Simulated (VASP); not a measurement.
# Ga (Cmce) in VASP: further runs, part 3 of 3

VASP 6.6.1. Earlier steps stand in the parts before.

## (6) Single point, PBE

The input, INCAR:

```
ALGO = Normal
EDIFF = 1E-6
ENCUT = 520
GGA = PE
ISIF = 2
ISMEAR = 1
LASPH = T
LCHARG = F
LREAL = F
LWAVE = F
NBANDS = 34
NELM = 60
PREC = Accurate
SIGMA = 0.03
```

The input, KPOINTS:

```
k-points
0
Gamma
  8 8 7
```

The input, POSCAR:

```
Ga
1.0
    2.3107968683     -3.8729233244      0.0000000000
    2.3107968683      3.8729233244      0.0000000000
    0.0000000000      0.0000000000      4.5463111460
Ga
4
Direct
    0.8442122196      0.1557877804      0.0839449706
    0.6557877804      0.3442122196      0.5839449706
    0.1557877804      0.8442122196      0.9160550294
    0.3442122196      0.6557877804      0.4160550294
```

Potentials or basis: VASP PAW PBE potentials, release 64 (Ga_d).

Command:

```bash
$ cat potpaw_PBE.64/Ga_d/POTCAR > POTCAR
$ mpirun -np 1 vasp_std > vasp.out
```

OUTCAR:

```text
EDIFF = 1E-6
   ENCUT = 520
   GGA = PE
   ISIF = 2
   ISMEAR = 1
   LASPH = T
   LREAL = F
   NELM = 60
   PREC = Accurate

 ion  position               nearest neighbor table
   1  0.844  0.156  0.084-   3 2.53   2 2.70   2 2.70   4 2.76   4 2.76   3 2.84   3 2.84
   2  0.656  0.344  0.584-   4 2.53   1 2.70   1 2.70   3 2.76   3 2.76   4 2.84   4 2.84
   3  0.156  0.844  0.916-   1 2.53   4 2.70   4 2.70   2 2.76   2 2.76   1 2.84   1 2.84
   4  0.344  0.656  0.416-   2 2.53   3 2.70   3 2.70   1 2.76   1 2.76   2 2.84   2 2.84

  LATTYP: Found a base centered orthorhombic cell.
 ALAT       =     4.6215937366
 B/A-ratio  =     1.6760120189
 C/A-ratio  =     0.9837106862

  Lattice vectors:

 A1 = (   2.3107968683,  -3.8729233244,   0.0000000000)
 A2 = (   2.3107968683,   3.8729233244,   0.0000000000)
 A3 = (   0.0000000000,   0.0000000000,   4.5463111460)

Analysis of symmetry for initial positions (statically):
=====================================================================
 Subroutine PRICEL returns:
 Original cell was already a primitive cell.

 Routine SETGRP: Setting up the symmetry group for a
 base centered orthorhombic supercell.

 Subroutine GETGRP returns: Found  8 space group operations
 (whereof  4 operations were pure point group operations)
 out of a pool of  8 trial point group operations.

The static configuration has the point symmetry C_2h.
 The point group associated with its full space group is D_2h.

Analysis of symmetry for dynamics (positions and initial velocities):
=====================================================================
 Subroutine PRICEL returns:
 Original cell was already a primitive cell.

 Routine SETGRP: Setting up the symmetry group for a
 base centered orthorhombic supercell.

 Subroutine GETGRP returns: Found  8 space group operations
 (whereof  4 operations were pure point group operations)
 out of a pool of  8 trial point group operations.

The dynamic configuration has the point symmetry C_2h.
 The point group associated with its full space group is D_2h.

 Subroutine INISYM returns: Found  8 space group operations
 (whereof  4 operations are pure point group operations),
 and found     1 'primitive' translations

----------------------------------------------------------------------------------------

                                     Primitive cell

  volume of cell :      81.3748

  direct lattice vectors                    reciprocal lattice vectors
     2.310796868 -3.872923324  0.000000000     0.216375575 -0.129101446  0.000000000
     2.310796868  3.872923324  0.000000000     0.216375575  0.129101446  0.000000000
     0.000000000  0.000000000  4.546311146     0.000000000  0.000000000  0.219958548

  length of vectors
     4.509913219  4.509913219  4.546311146     0.251963435  0.251963435  0.219958548

  position of ions in fractional coordinates (direct lattice)
     0.844212220  0.155787780  0.083944971
     0.655787780  0.344212220  0.583944971
     0.155787780  0.844212220  0.916055029
     0.344212220  0.655787780  0.416055029

  ion indices of the primitive-cell ions
   primitive index   ion index
[... 26 lines left out ...]
 Subroutine IBZKPT returns following result:
 ===========================================

 Found     84 irreducible k-points:

 Following reciprocal coordinates:
            Coordinates               Weight
  0.000000  0.000000  0.000000      1.000000
  0.125000  0.000000  0.000000      4.000000
  0.250000  0.000000  0.000000      4.000000
  0.375000 -0.000000  0.000000      4.000000
  0.500000  0.000000  0.000000      2.000000
  0.125000  0.125000  0.000000      2.000000
[... 16 lines left out ...]
  0.125000  0.000000  0.142857      8.000000
  0.250000  0.000000  0.142857      8.000000
 [... further k-points ...]
   k-points           NKPTS =     84   k-points in BZ     NKDIM =     84   number of bands    NBANDS=     34
   number of dos      NEDOS =    301   number of ions     NIONS =      4
   total plane-waves  NPLWV =  46656
   dimension x,y,z NGX =    36 NGY =   36 NGZ =   36
   dimension x,y,z NGXF=    72 NGYF=   72 NGZF=   72
   ions per type =               4
   NGX,Y,Z   is equivalent  to a cutoff of  13.27, 13.27, 13.16 a.u.
   NGXF,Y,Z  is equivalent  to a cutoff of  26.54, 26.54, 26.33 a.u.
 SYSTEM =  unknown system
   PREC   = accura    normal or accurate (medium, high low for compatibility)
   ISTART =      0    job   : 0-new  1-cont  2-samecut
   ICHARG =      2    charge: 1-file 2-atom 10-const
   ISPIN  =      1    spin polarized calculation?
   LNONCOLLINEAR =      F non collinear calculations
   LSORBIT =      F    spin-orbit coupling
   LASPH  =      T    aspherical Exc in radial PAW
   ENCUT  =  520.0 eV  38.22 Ry    6.18 a.u.   8.39  8.39  8.45*2*pi/ulx,y,z
   NELM   =     60;   NELMIN=  2; NELMDL= -5     # of ELM steps
   EDIFF  = 0.1E-05   stopping-criterion for ELM
   LREAL  =      F    real-space projection
   EDIFFG = 0.1E-04   stopping-criterion for IOM
   NSW    =      0    number of steps for IOM
   IBRION =     -1    ionic relax: 0-MD 1-quasi-New 2-CG
   NFREE  =      0    steps in history (QN), initial steepest desc. (CG)
   ISIF   =      2    stress and relaxation
   ISYM   =      2    0-nonsym 1-usesym 2-fastsym
   POTIM  = 0.5000    time-step for ionic-motion
   TEBEG  =    0.0;   TEEND  =   0.0 temperature during run
   PSTRESS=    0.0 pullay stress
   NELECT =      52.0000    total number of electrons
   NUPDOWN=      -1.0000    fix difference up-down
   EMIN   =  10.00;   EMAX   =-10.00  energy-range for DOS
   EFERMI =   0.00;   METHOD = LEGACY
   ISMEAR =     1;   SIGMA  =   0.03  broadening in eV -4-tet -1-fermi 0-gaus
   EFERMI_NEDOS =   21; number of points for ismear=-14 and -15
   IALGO  =     38    algorithm
   IMIX   =      4    mixing-type and parameters
     AMIX     =   0.40;   BMIX     =  1.00
     AMIX_MAG =   1.60;   BMIX_MAG =  1.00
  volume/ion in A,a.u.               =      20.34       137.29
  Fermi-wavevector in a.u.,A,eV,Ry     =   1.410087  2.664679 27.053093  1.988346
  Thomas-Fermi vector in A             =   2.532077
   LORBIT       =      0    0 simple, 1 ext, 2 COOP (PROOUT), +10 PAW based schemes
   GGA     = PE    functional components
   LHFCALC =     F    Hartree Fock is set to
   AEXX    =    0.0000 exact exchange contribution
   IVDW    =     0    specifies the selected vdW correction
   LEPSILON=     F    determine dielectric tensor
   LRPA    =     F    only Hartree local field effects (RPA)
 non-spin polarized calculation
 Methfessel and Paxton  Order N= 1 SIGMA  =   0.03
  energy-cutoff  :      520.00
  volume of cell :       81.37
 maximum number of plane-waves:      2211
 NGX is ok and might be reduce to    36
   NGX = 17   NGY = 17   NGZ = 17

 number of electron      52.0000004 magnetization

 Free energy of the ion-electron system (eV)
  ---------------------------------------------------
  ext. energy  EPLUGINS =         0.00000000
  ---------------------------------------------------
  free energy    TOTEN  =       -11.62271643 eV

  energy without entropy =      -11.62285844  energy(sigma->0) =      -11.62276376

 E-fermi :   4.7015     XC(G=0): -10.4636

 val. band max:        4.6798637658   @ k =  -0.3750   0.2500   0.1429
 cond. band min:       4.7360374533   @ k =  -0.2500   0.2500   0.2857
 fundamental gap:      0.0561736876
 Fermi energy:         4.7015468576

 k-point     1 :       0.0000    0.0000    0.0000
  band No.  band energies     occupation
      1     -10.3852      2.00000
      2     -10.3840      2.00000
      3     -10.3624      2.00000
      4     -10.3428      2.00000
      5     -10.3125      2.00000
      6     -10.2960      2.00000
[... 877 lines left out ...]
     33      10.2934      0.00000
     34      12.6329      0.00000

 [... further k-points ...]

------------------------ aborting loop because EDIFF is reached ----------------------------------------

  FORCE on cell =-STRESS in cart. coord.  units (eV):
  Direction    XX          YY          ZZ          XY          YZ          ZX
  --------------------------------------------------------------------------------------
  -------------------------------------------------------------------------------------
  Total        0.0686826      0.0716294      0.1271068      0.0000000      0.0000000      0.0000000
  in kB        1.3522831      1.4103028      2.5025889      0.0000000      0.0000000      0.0000000
  external PRESSURE =       1.7550583 kB  Pullay stress =       0.0000000 kB

 VOLUME and BASIS-vectors are now :
 -----------------------------------------------------------------------------
  energy-cutoff  :      520.00
  volume of cell :       81.37
      direct lattice vectors                 reciprocal lattice vectors
     2.310796868 -3.872923324  0.000000000     0.216375575 -0.129101446  0.000000000
     2.310796868  3.872923324  0.000000000     0.216375575  0.129101446  0.000000000
     0.000000000  0.000000000  4.546311146     0.000000000  0.000000000  0.219958548

 POSITION                                       TOTAL-FORCE (eV/Angst)
 -----------------------------------------------------------------------------------
      2.31080     -2.66622      0.38164         0.000000      0.004175     -0.004240
      2.31080     -1.20671      2.65480         0.000000     -0.004175     -0.004240
      2.31080      2.66622      4.16467         0.000000     -0.004175      0.004240
      2.31080      1.20671      1.89152         0.000000      0.004175      0.004240
 -----------------------------------------------------------------------------------
    total drift:                                0.000000      0.000000     -0.000000

  FREE ENERGIE OF THE ION-ELECTRON SYSTEM (eV)
  ---------------------------------------------------
  free  energy   TOTEN  =       -11.6227164267 eV

  energy  without entropy=      -11.6228584402  energy(sigma->0) =      -11.62276376
```

It took 80 s on 1 thread of Intel Xeon 6975P-C (Granite Rapids), shared host; peak memory 0.3 GiB.

What came out:

| Quantity | Value |
| --- | --- |
| Free energy | -11.6227 eV |
| Pressure | 0.2 GPa |
| Largest force | 0.006 eV/Å |
| Band gap on the k mesh | zero (bands 26 and 27 overlap by 0.88 eV) |

Forces on the atoms (eV/Å):
```
Ga   0.000  0.004 -0.004
Ga   0.000 -0.004 -0.004
Ga   0.000 -0.004  0.004
Ga   0.000  0.004  0.004
```

Stress tensor (GPa, compression positive):
```
0.14 0.00 0.00
0.00 0.14 0.00
0.00 0.00 0.25
```

## (7) Single point, PBE

The input, INCAR:

```
ALGO = Normal ; EDIFF = 1E-6
ENCUT = 520 ; GGA = PE
ISIF = 2 ; ISMEAR = 1
LASPH = T ; LCHARG = F
LREAL = F ; LWAVE = F
NBANDS = 34 ; NELM = 100
PREC = Accurate ; SIGMA = 0.1
```

KPOINTS is that of step 6.

POSCAR is that of step 6.

Command:

```bash
$ cat potpaw_PBE.64/Ga_d/POTCAR > POTCAR
$ mpirun -np 1 vasp_std > vasp.out
```

Run time: 81 s. Hardware: 1 thread of Intel Xeon 6975P-C (Granite Rapids), shared host; peak memory 0.3 GiB.

It converged, with:

```yaml
Free_energy: -11.6223 eV
Pressure: 0.2 GPa
Largest_force: 0.007 eV/Å
Band_gap_on_the_k_mesh: zero (bands 26 and 27 overlap by 0.88 eV)
```

Forces in eV/Å, atoms in the order of the input:
```
Ga   0.000  0.006 -0.004
Ga   0.000 -0.006 -0.004
Ga   0.000 -0.006  0.004
Ga   0.000  0.006  0.004
```

Levels at points of the mesh, in eV from the Fermi level:
```csv
k point,band 22,band 23,band 24,band 25,band 26,band 27,band 28,band 29,band 30,band 31
"(0.00, 0.00, 0.00)",-4.17,-3.58,-2.07,-1.73,-0.69,0.83,0.88,0.99,4.81,5.30
"(0.50, 0.00, 0.00)",-8.44,-3.45,-3.45,-1.24,-1.24,0.80,0.80,3.96,3.96,5.23
"(0.50, 0.50, 0.00)",-7.08,-4.34,-3.23,-1.65,-1.38,1.11,1.33,3.06,3.76,4.10
```

## (8) Summary

| smearing | gap on the mesh (eV) | pressure (GPa) | largest force (eV/Å) |
| --- | --- | --- | --- |
| methfessel-paxton 0.6 eV | none | 0.0 | 0.02 |
| methfessel-paxton 1 eV | none | -0.1 | 0.05 |
| gaussian 1 eV | none | 1.0 | 0.06 |
| methfessel-paxton 0.01 eV | none | 0.2 | 0.01 |
| methfessel-paxton 0.03 eV | none | 0.2 | 0.01 |
| methfessel-paxton 0.1 eV | none | 0.2 | 0.01 |

Alike in all rows: task single point; level PBE; potentials or basis VASP PAW PBE potentials, release 64 (Ga_d); no spin polarisation; cell as given; k mesh 8 × 8 × 7; cutoff (eV) 520.

Caveats: so wide a smearing shifts energies and pressures (at least some runs).

Absolute energies hang on the potentials; compare differences alone.

The gap in the log of VASP goes by the Fermi energy; the results here count the filled bands.